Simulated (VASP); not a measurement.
A run of VASP 6.6.1 is set up as follows.

The input POSCAR:

```
RbCl
1.0
    0.0000000000      3.3058128251      3.3058128251
    3.3058128251      0.0000000000      3.3058128251
    3.3058128251      3.3058128251      0.0000000000
Rb Cl
1 1
Direct
    0.0000000000      0.0000000000      0.0000000000
    0.5000000000      0.5000000000      0.5000000000
```

Contents of INCAR.step1:

```
PREC = Accurate
ENCUT = 500
EDIFF = 1E-8
ISMEAR = 0
SIGMA = 0.01
LREAL = F
LASPH = T
NELM = 80
ALGO = Normal
LWAVE = T
LCHARG = F
GGA = PE
```

The input INCAR.step2:

```
PREC = Accurate
ENCUT = 500
EDIFF = 1E-8
ISMEAR = 0
SIGMA = 0.01
LREAL = F
LASPH = T
NELM = 1
ALGO = Exact
LWAVE = T
LCHARG = F
GGA = PE
NBANDS = 125
LOPTICS = T
ISTART = 1
```

Contents of INCAR.step3:

```
PREC = Accurate
ENCUT = 500
EDIFF = 1E-8
ISMEAR = 0
SIGMA = 0.01
LREAL = F
LASPH = T
ALGO = EVGW0
LWAVE = F
LCHARG = F
GGA = PE
NELMGW = 1
NBANDS = 125
ENCUTGW = 80.0
NOMEGA = 96
PRECFOCK = Fast
ISTART = 1
NBANDSGW = 16
OMEGAMAX = 20
```

File KPOINTS:

```
Automatic mesh
0
Gamma
  6 6 6
```

Potentials or basis: VASP PAW PBE potentials, release 64 (Rb_sv_GW, Cl_GW).

Launch:

```sh
$ cat potpaw_PBE.64/Rb_sv_GW/POTCAR potpaw_PBE.64/Cl_GW/POTCAR > POTCAR
$ cp INCAR.step1 INCAR
$ mpirun -np 1 vasp_std > vasp.out
$ cp INCAR.step2 INCAR
$ mpirun -np 1 vasp_std > vasp.out
$ cp INCAR.step3 INCAR
$ mpirun -np 1 vasp_std > vasp.out
```

Question: Estimate the quasiparticle gap.

Answer: 7.44 eV.

Question: Predict the least direct quasiparticle gap.

Answer: 7.44 eV.

Question: Estimate the least direct gap of the starting levels on the mesh.

Answer: 4.96 eV.

Caveat: bands, screening cutoff and mesh are small and nothing is extrapolated, so the quasiparticle values aren't converged.
